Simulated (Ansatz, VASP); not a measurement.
**One calculation of Eu, two programs**

The input POSCAR:

```
Eu
1.0
   -2.2274745855      2.2274745855      2.2274745855
    2.2274745855     -2.2274745855      2.2274745855
    2.2274745855      2.2274745855     -2.2274745855
Eu
1
Direct
    0.0000000000      0.0000000000      0.0000000000
```

File INCAR.step1:

```
ALGO = Normal
EDIFF = 1E-4
ENCUT = 520
GGA = PE
ISMEAR = -1
ISPIN = 2
LASPH = T
LCHARG = F
LMAXMIX = 6
LREAL = F
LWAVE = T
MAGMOM = 7.31
NBANDS = 18
NELM = 150
PREC = Accurate
SIGMA = 0.05
```

INCAR.step2

```
ALGO = Normal
EDIFF = 1E-6
ENCUT = 520
ISIF = 2
ISMEAR = -1
ISPIN = 2
ISTART = 1
LASPH = T
LCHARG = F
LMAXMIX = 6
LMIXTAU = T
LORBIT = 11
LREAL = F
LWAVE = F
MAGMOM = 7.31
METAGGA = R2SCAN
NBANDS = 18
NELM = 150
PREC = Accurate
SIGMA = 0.05
```

File KPOINTS:

```
k-points
0
Gamma
  14 14 14
```

Input for Ansatz:

```yaml
crystal:
  lattice:
    - [-2.2274745855, 2.2274745855, 2.2274745855]
    - [2.2274745855, -2.2274745855, 2.2274745855]
    - [2.2274745855, 2.2274745855, -2.2274745855]
  atoms:
    - { symbol: Eu, position: [0.0, 0.0, 0.0], spin: 7.31 }
hamiltonian:
  xc: r2scan
  pseudopotentials:
    kind: paw
    azcp:
      Eu: "pseudopotentials/Eu.paw.azcp"
basis:
  ecutwfc: 500
  fft_grid_basis: typed
kpoints:
  mp_grid: { grid: [14, 14, 14], shift: [0, 0, 0] }
magnetization:
  spin_polarized: true
scf:
  occupations: { method: fermi_dirac, width: 0.05 }
  lower_state_search: "off"
output:
  stress: true
```

Alike in both runs: task single point; functional r2SCAN; k mesh 14 × 14 × 14; occupations fermi-dirac, width 0.05 eV; collinear spin.

|  | VASP | Ansatz |
| --- | --- | --- |
| version | VASP 6.6.1 | Ansatz 0.2.0 |
| potentials or method | VASP PAW PBE potentials, release 64 (Eu), cutoff 520 eV | plane waves (500 eV) with PAW, scalar-relativistic |
| valence electrons in the cell | 17 | 17 |

VASP gave:

* pressure (GPa): -0.4
* net moment per atom (μB): 7.78
* size of the moment on the site where the two differ most (μB): 6.71

Problem. Which values does Ansatz return?

Solution. Pressure (GPa): 0.0; net moment per atom (μB): 7.79; size of the moment on the site where the two differ most (μB): 7.28.

VASP's potentials were made for PBE, not for r2SCAN. Site moments also hang on the region over which each program counts them. Ansatz's warnings: stability check not made.

Spin-orbit coupling is off throughout.
